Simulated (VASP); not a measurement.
# GaN (P6_3mc) in VASP: vibrations by perturbation theory with PBE

Aim: the vibrations by perturbation theory of GaN with PBE.

All numbers are computed with VASP 6.6.1; they aren't measurements. Logs are shortened: lines on timing, memory, paths and dates and some standing lists are left out, and cuts for length are marked.

### 1 The cell of the first run

Symmetry: P6_3mc, No. 186, hexagonal system. The conventional cell has a = 3.218 Å, b = 3.218 Å, c = 5.243 Å, α = 90.00°, β = 90.00°, γ = 120.00°. Ga (site symmetry 3m) has 4 N at 1.97 to 1.98 Å within 2.6 Å. N (site symmetry 3m) has 4 Ga at 1.97 to 1.98 Å within 2.6 Å.

### 2 Vibrations by perturbation theory, PBE

INCAR reads:

```
SYSTEM = GaN
PREC     = Accurate       ! precision mode
ENCUT    = 520            ! plane-wave cutoff, eV
EDIFF    = 1E-8           ! SCF threshold, eV
ISMEAR   = 0              ! smearing method
SIGMA    = 0.01           ! smearing width, eV
LREAL    = .False.        ! projectors in reciprocal space
LASPH    = .True.         ! aspherical terms in the spheres
NELM     = 80             ! most SCF steps
ALGO     = Normal         ! electronic algorithm
ISIF     = 2              ! what is computed and relaxed
LWAVE    = .False.        ! write WAVECAR
LCHARG   = .True.         ! write CHGCAR
GGA      = PE             ! functional
IBRION   = 8              ! ionic algorithm
NSW      = 1              ! ionic steps
LEPSILON = .True.         ! dielectric tensor by DFPT
```

KPOINTS reads:

```
Automatic mesh
0
Gamma
  9 9 4
  0 0 0
```

POSCAR reads:

```
GaN
1.0
    3.2184289170      0.0000000000      0.0000000000
   -1.6092144585      2.7872412024      0.0000000000
    0.0000000000      0.0000000000      5.2430304411
Ga N
2 2
Direct
    0.3333333333      0.6666666667     -0.0008683132
    0.6666666667      0.3333333333      0.4991316868
    0.3333333333      0.6666666667      0.3758683132
    0.6666666667      0.3333333333      0.8758683132
```

Potentials or basis: VASP PAW PBE potentials, release 64 (Ga_d, N).

The run is started by

```bash
$ cat potpaw_PBE.64/Ga_d/POTCAR potpaw_PBE.64/N/POTCAR > POTCAR
$ mpirun -np 1 vasp_std > vasp.out
```

OUTCAR:

```text
SYSTEM = GaN
   PREC = Accurate
   ENCUT = 520
   EDIFF = 1E-8
   ISMEAR = 0
   LREAL = .False.
   LASPH = .True.
   NELM = 80
   ISIF = 2
   GGA = PE
   IBRION = 8
   NSW = 1
   LEPSILON = .True.

 ion  position               nearest neighbor table
   1  0.333  0.667  0.999-   4 1.97   4 1.97   4 1.97   3 1.98
   2  0.667  0.333  0.499-   3 1.97   3 1.97   3 1.97   4 1.98
   3  0.333  0.667  0.376-   2 1.97   2 1.97   2 1.97   1 1.98
   4  0.667  0.333  0.876-   1 1.97   1 1.97   1 1.97   2 1.98

  LATTYP: Found a hexagonal cell.
 ALAT       =     3.2184289170
 C/A-ratio  =     1.6290651670

  Lattice vectors:

 A1 = (   3.2184289170,   0.0000000000,   0.0000000000)
 A2 = (  -1.6092144585,   2.7872412024,   0.0000000000)
 A3 = (   0.0000000000,   0.0000000000,   5.2430304411)

Analysis of symmetry for initial positions (statically):
=====================================================================
 Subroutine PRICEL returns:
 Original cell was already a primitive cell.

 Routine SETGRP: Setting up the symmetry group for a
 hexagonal supercell.

 Subroutine GETGRP returns: Found 12 space group operations
 (whereof  6 operations were pure point group operations)
 out of a pool of 24 trial point group operations.

The static configuration has the point symmetry C_3v.
 The point group associated with its full space group is C_6v.

Analysis of symmetry for dynamics (positions and initial velocities):
=====================================================================
 Subroutine PRICEL returns:
 Original cell was already a primitive cell.

 Routine SETGRP: Setting up the symmetry group for a
 hexagonal supercell.

 Subroutine GETGRP returns: Found 12 space group operations
 (whereof  6 operations were pure point group operations)
 out of a pool of 24 trial point group operations.

The dynamic configuration has the point symmetry C_3v.
 The point group associated with its full space group is C_6v.

 Subroutine INISYM returns: Found 12 space group operations
 (whereof  6 operations are pure point group operations),
 and found     1 'primitive' translations

----------------------------------------------------------------------------------------

                                     Primitive cell

  volume of cell :      47.0328

  direct lattice vectors                    reciprocal lattice vectors
     3.218428917  0.000000000  0.000000000     0.310710606  0.179388852  0.000000000
    -1.609214458  2.787241202  0.000000000     0.000000000  0.358777704  0.000000000
     0.000000000  0.000000000  5.243030441     0.000000000  0.000000000  0.190729390

  length of vectors
     3.218428917  3.218428917  5.243030441     0.358777704  0.358777704  0.190729390

  position of ions in fractional coordinates (direct lattice)
     0.333333333  0.666666667  0.999131687
     0.666666667  0.333333333  0.499131687
     0.333333333  0.666666667  0.375868313
     0.666666667  0.333333333  0.875868313

  ion indices of the primitive-cell ions
   primitive index   ion index
                 1           1
                 2           2
                 3           3
                 4           4

----------------------------------------------------------------------------------------

 KPOINTS: Automatic mesh

Automatic generation of k-mesh.
 Grid dimensions read from file:
 generate k-points for:    9    9    4
[... 761 lines left out ...]

------------------------ aborting loop because EDIFF is reached ----------------------------------------

--------------------------------------- Ionic step        2  -------------------------------------------

------------------------ aborting loop because EDIFF is reached ----------------------------------------

--------------------------------------- Ionic step        3  -------------------------------------------

------------------------ aborting loop because EDIFF is reached ----------------------------------------

 PIEZOELECTRIC TENSOR FIELD DIRECTION 3  (e Angst)
 -----------------------------------------------------------------------------
     1.51404  0.00000  0.00000           (  0.11390  0.00000  0.00000)
     0.00000  1.51404  0.00000           (  0.00000  0.11390 -0.00000)
     0.00000 -0.00000 -3.06634           (  0.00000 -0.00000 -0.23338)

 PIEZOELECTRIC TENSOR FIELD DIRECTION 3  (C/m^2)
 -----------------------------------------------------------------------------
     0.51576  0.00000  0.00000
     0.00000  0.51576  0.00000
     0.00000 -0.00000 -1.04455

[... ionic steps 4 to 9 ...]

--------------------------------------- Ionic step       10  -------------------------------------------

------------------------ aborting loop because EDIFF is reached ----------------------------------------

[... ionic steps 11 to 11 ...]

--------------------------------------- Ionic step       12  -------------------------------------------

 Free energy of the ion-electron system (eV)
  ---------------------------------------------------
  ---------------------------------------------------
  free energy    TOTEN  =        -0.24750287 eV

  energy without entropy =       -0.24750287

------------------------ aborting loop because EDIFF is reached ----------------------------------------

 INTERNAL STRAIN TENSOR  FOR ION    3  DIRECTION 3   (eV/Angst):
 -----------------------------------------------------------------------------
     4.43284  0.00000  0.00000
     0.00000  4.43284 -0.00000
     0.00000  0.00000 -8.34719

 MACROSCOPIC STATIC DIELECTRIC TENSOR (including local field effects in DFT)
 ------------------------------------------------------
           6.057401     0.000000     0.000000
           0.000000     6.057401     0.000000
           0.000000     0.000000     6.312832
 ------------------------------------------------------

 PIEZOELECTRIC TENSOR (including local field effects)  for field in x, y, z        (e  Angst)
          XX          YY          ZZ          XY          YZ          ZX
  --------------------------------------------------------------------------------
  x     0.00000     0.00000     0.00000    -0.00000     0.00000     1.64312
  y     0.00000    -0.00000     0.00000    -0.00000     1.64313     0.00000
  z     1.51404     1.51404    -3.06634     0.00000     0.00000     0.00000

 PIEZOELECTRIC TENSOR (including local field effects)  for field in x, y, z        (C/m^2)
          XX          YY          ZZ          XY          YZ          ZX
  --------------------------------------------------------------------------------
  x     0.00000     0.00000     0.00000    -0.00000     0.00000     0.55973
  y     0.00000    -0.00000     0.00000    -0.00000     0.55973     0.00000
  z     0.51576     0.51576    -1.04455     0.00000     0.00000     0.00000

 BORN EFFECTIVE CHARGES (including local field effects) (in |e|, cummulative output)
 ---------------------------------------------------------------------------------
 ion    1
    1     2.63378     0.00000     0.00000
    2     0.00000     2.63378     0.00000
    3     0.00000     0.00000     2.78075
 ion    2
    1     2.63378     0.00000     0.00000
    2     0.00000     2.63378     0.00000
    3    -0.00000     0.00000     2.78075
 ion    3
    1    -2.63378     0.00000     0.00000
    2     0.00000    -2.63378     0.00000
    3     0.00000    -0.00000    -2.78075
 ion    4
    1    -2.63378     0.00000     0.00000
    2     0.00000    -2.63378     0.00000
    3     0.00000     0.00000    -2.78075

 INTERNAL STRAIN TENSOR FOR ION    4 for displacements in x,y,z  (eV/Angst):
          X           Y           Z          XY          YZ          ZX
  --------------------------------------------------------------------------------
  x     0.00000     0.00000     0.00000     8.22304    -0.00000     4.42020
  y     8.22304    -8.22304    -0.00000     0.00000     4.75089    -0.00000
  z     4.43284     4.43284    -8.34719     0.00000     0.00000     0.00000

 SECOND DERIVATIVES (NOT SYMMETRIZED)
 ------------------------------------
               1X          1Y          1Z          2X          2Y          2Z          3X          3Y          3Z          4X          4Y          4Z
  1X   -11.925097    0.000000    0.000000    0.332630   -0.000000    0.000000    1.034002    0.000000    0.000000   10.558465    0.000000    0.000000
  1Y     0.000000  -11.925097    0.000000    0.000000    0.332630    0.000000    0.000000    1.034002    0.000000    0.000000   10.558465    0.000000
  1Z     0.000000   -0.000000  -18.488919    0.000000    0.000000    7.888690    0.000000    0.000000    6.034560    0.000000    0.000000    4.565668
  2X     0.332630   -0.000000   -0.000000  -11.925097    0.000000   -0.000000   10.558465   -0.000000    0.000000    1.034002    0.000000    0.000000
  2Y     0.000000    0.332630    0.000000    0.000000  -11.925097   -0.000000    0.000000   10.558465    0.000000    0.000000    1.034002    0.000000
  2Z     0.000000    0.000000    7.888690    0.000000    0.000000  -18.488919    0.000000    0.000000    4.565668    0.000000    0.000000    6.034560
  3X     1.070333   -0.000000    0.000000   10.593919    0.000000    0.000000  -12.275409   -0.000000    0.000000    0.611157   -0.000000    0.000000
  3Y     0.000000    1.070333    0.000000   -0.000000   10.593919    0.000000    0.000000  -12.275409    0.000000   -0.000000    0.611157    0.000000
  3Z     0.000000    0.000000    6.019979    0.000000   -0.000000    4.605252   -0.000000    0.000000  -16.345964    0.000000   -0.000000    5.720734
  4X    10.593919    0.000000   -0.000000    1.070333    0.000000    0.000000    0.611157   -0.000000    0.000000  -12.275409   -0.000000    0.000000
  4Y    -0.000000   10.593919    0.000000    0.000000    1.070333   -0.000000   -0.000000    0.611157    0.000000    0.000000  -12.275409    0.000000
  4Z     0.000000    0.000000    4.605252    0.000000    0.000000    6.019979    0.000000    0.000000    5.720734    0.000000    0.000000  -16.345964

 Eigenvectors and eigenvalues of the dynamical matrix
 ----------------------------------------------------

   1 f  =   19.637416 THz   123.385521 2PiTHz  655.033675 cm-1    81.213788 meV
             X         Y         Z           dx          dy          dz
     -0.000000  1.858161  5.238478     0.000000   -0.000000    0.027183
      1.609214  0.929080  2.616963     0.000000   -0.000000   -0.027183
     -0.000000  1.858161  1.970689     0.000000   -0.000000   -0.706584
      1.609214  0.929080  4.592204    -0.000000    0.000000    0.706584
[... 71 lines left out ...]
  12 f/i=    0.017965 THz     0.112877 2PiTHz    0.599247 cm-1     0.074297 meV
             X         Y         Z           dx          dy          dz
     -0.000000  1.858161  5.238478     0.633042    0.126774    0.000000
      1.609214  0.929080  2.616963     0.633042    0.126774    0.000000
     -0.000000  1.858161  1.970689     0.282804    0.056635    0.000000
      1.609214  0.929080  4.592204     0.282804    0.056635    0.000000

--------------------------------------------------------------------------------------------------------

 MACROSCOPIC STATIC DIELECTRIC TENSOR IONIC CONTRIBUTION
 ------------------------------------------------------
           4.590237    -0.000000     0.000000
          -0.000000     4.590237     0.000000
           0.000000     0.000000     5.606511
 ------------------------------------------------------

 ELASTIC MODULI CONTR FROM IONIC RELAXATION (kBar)
 Direction    XX          YY          ZZ          XY          YZ          ZX
 --------------------------------------------------------------------------------
 XX        -484.3233    232.9638    237.4129     -0.0000      0.0000     -0.0000
 YY         232.9638   -484.3233    237.4129      0.0000     -0.0000     -0.0000
 ZZ         237.4129    237.4129   -448.4803      0.0000      0.0000      0.0000
 XY          -0.0000      0.0000      0.0000   -358.6435     -0.0000     -0.0000
 YZ           0.0000      0.0000      0.0000     -0.0000   -109.3979      0.0000
 ZX          -0.0000     -0.0000      0.0000     -0.0000      0.0000   -118.6500
 --------------------------------------------------------------------------------

 PIEZOELECTRIC TENSOR IONIC CONTR  for field in x, y, z        (C/m^2)
          XX          YY          ZZ          XY          YZ          ZX
  --------------------------------------------------------------------------------
  x    -0.00000    -0.00000     0.00000    -0.00000     0.00000    -0.69442
  y    -0.00000     0.00000     0.00000    -0.00000    -0.66680     0.00000
  z    -0.78986    -0.78986     1.49207    -0.00000    -0.00000    -0.00000
```

Run time: 25 min. Hardware: 1 thread of Intel Xeon 8259CL, shared host; peak memory 0.48 GiB.

What came out:

```
Electronic dielectric tensor (diagonal)                 : 6.06, 6.06, 6.31
Born charges (mean of the diagonal)                     : Ga +2.68; N -2.68 e
Highest phonon frequency at Γ, LO-TO splitting left out : 655 cm⁻¹
```

Phonon frequencies in cm⁻¹ (negative: imaginary):
```csv
q point,frequencies
"(0.000, 0.000, 0.000)",-1 -1 0 135 135 320 498 521 521 529 529 655
```

Electronic dielectric tensor:
```
6.06 0.00 0.00
0.00 6.06 0.00
0.00 0.00 6.31
```

Born effective charge tensors (e):
atom 1, Ga
```
2.63 0.00 0.00
0.00 2.63 0.00
0.00 0.00 2.78
```
atom 2, Ga
```
2.63 0.00 0.00
0.00 2.63 0.00
0.00 0.00 2.78
```
atom 3, N
```
-2.63  0.00  0.00
 0.00 -2.63  0.00
 0.00  0.00 -2.78
```
atom 4, N
```
-2.63  0.00  0.00
 0.00 -2.63  0.00
 0.00  0.00 -2.78
```
